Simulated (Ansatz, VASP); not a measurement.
**One calculation of BaTiO3, two programs**

INCAR

```
ALGO = Normal
EDIFF = 1E-8
ENCUT = 520
ISIF = 2
ISMEAR = -1
LASPH = T
LCHARG = F
LEFG = T
LREAL = F
LWAVE = F
NBANDS = 28
NELM = 80
PREC = Accurate
SIGMA = 0.05
```

The input KPOINTS:

```
k-points
0
Gamma
  9 9 9
```

Contents of POSCAR:

```
BaTiO3
1.0
    2.8463949824      1.6433669093      2.3330812713
   -2.8463949824      1.6433669093      2.3330812713
    0.0000000000     -3.2867338186      2.3330812713
Ba Ti O
1 1 3
Direct
    0.0000000000      0.0000000000      0.0000000000
    0.5140000000      0.5140000000      0.5140000000
    0.4916000000      0.4916000000      0.9815000000
    0.4916000000      0.9815000000      0.4916000000
    0.9815000000      0.4916000000      0.4916000000
```

Input for Ansatz:

```yaml
crystal:
  lattice:
    - [2.8463949824, 1.6433669093, 2.3330812713]
    - [-2.8463949824, 1.6433669093, 2.3330812713]
    - [0.0, -3.2867338186, 2.3330812713]
  atoms:
    - { symbol: Ba, position: [0.0, 0.0, 0.0] }
    - { symbol: Ti, position: [0.514, 0.514, 0.514] }
    - { symbol: O, position: [0.4916, 0.4916, 0.9815] }
    - { symbol: O, position: [0.4916, 0.9815, 0.4916] }
    - { symbol: O, position: [0.9815, 0.4916, 0.4916] }
kpoints:
  mp_grid: { grid: [9, 9, 9] }
scf:
  occupations: { method: fermi_dirac, width: 0.05 }
hamiltonian:
  xc: lda
  pseudopotentials: { kind: all_electron, datasets: crystal }
output:
  forces: true
  stress: true
  eigenvalues: true
  efg: { contact_densities: true }
```

Change from the starting cell: volume scaled by 1.02, crystal datasets.

Alike in both runs: task electric field gradients; functional LDA; k mesh 9 × 9 × 9; occupations fermi-dirac, width 0.05 eV; no spin polarisation.

```csv
,VASP,Ansatz
version,VASP 6.6.1,Ansatz 0.2.0
potentials or method,"VASP PAW LDA potentials, release 64 (Ba_sv, Ti_sv, O), cutoff 520 eV","all-electron PAW with datasets made for the crystal, scalar-relativistic"
```

|  | VASP | Ansatz | Ansatz less VASP |
| --- | --- | --- | --- |
| gap on the k mesh at the Fermi level (eV) | 2.25 | 2.30 | +0.051 |
| pressure (GPa) | -7.1 | -9.0 | -1.92 |
| rms of the force components (eV/Å) | 0.070 | 0.103 | +0.0329 |
| size of Vzz on the site where it differs most (V/Å²) | 18.8 | 19.2 | +0.40 |

LDA's correlation is that of Perdew and Zunger in VASP and of Perdew and Wang (1992) in Ansatz. Atom by atom the forces differ by 0.036 eV/Å (rms over components). Ansatz ran all-electron here, and VASP with PAW potentials.

Spin-orbit coupling is off throughout.
